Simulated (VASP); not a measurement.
A run of VASP 6.6.1:

File INCAR:

```
PREC     = Accurate       # precision mode
ENCUT    = 500            # plane-wave cutoff, eV
EDIFF    = 1E-6           # SCF threshold, eV
ISMEAR   = 1              # smearing method
SIGMA    = 0.05           # smearing width, eV
LREAL    = False          # projectors in reciprocal space
LASPH    = True           # aspherical terms in the spheres
NELM     = 120            # most SCF steps
ALGO     = Normal         # electronic algorithm
ISIF     = 2              # what is computed and relaxed
LWAVE    = False          # write WAVECAR
LCHARG   = False          # write CHGCAR
NBANDS   = 16             # bands
GGA_COMPAT= False
```

The input KPOINTS:

```
Automatic mesh
0
Gamma
  6 6 6
```

File POSCAR:

```
GaSb
1.0
    0.0000000000      3.0590000000      3.0590000000
    3.0590000000      0.0000000000      3.0590000000
    3.0590000000      3.0590000000      0.0000000000
Ga Sb
1 1
Direct
    0.0000000000      0.0000000000      0.0000000000
    0.2500000000      0.2500000000      0.2500000000
```

Potentials or basis: VASP PAW LDA potentials, release 64 (Ga_d, Sb).

Launch:

```sh
$ cat potpaw_LDA.64/Ga_d/POTCAR potpaw_LDA.64/Sb/POTCAR > POTCAR
$ mpirun -np 1 vasp_std > vasp.out
```

Hardware: 1 thread of Intel(R) Xeon(R) Platinum 8488C (Sapphire Rapids), with other jobs on the host.

**Question.** How long does it take, and how much memory?

**Answer.** Run time: 5.9 s on 1 thread of Intel(R) Xeon(R) Platinum 8488C (Sapphire Rapids), with other jobs on the host, peak memory 0.15 GiB. Counts: scf iterations 12, k points 16.
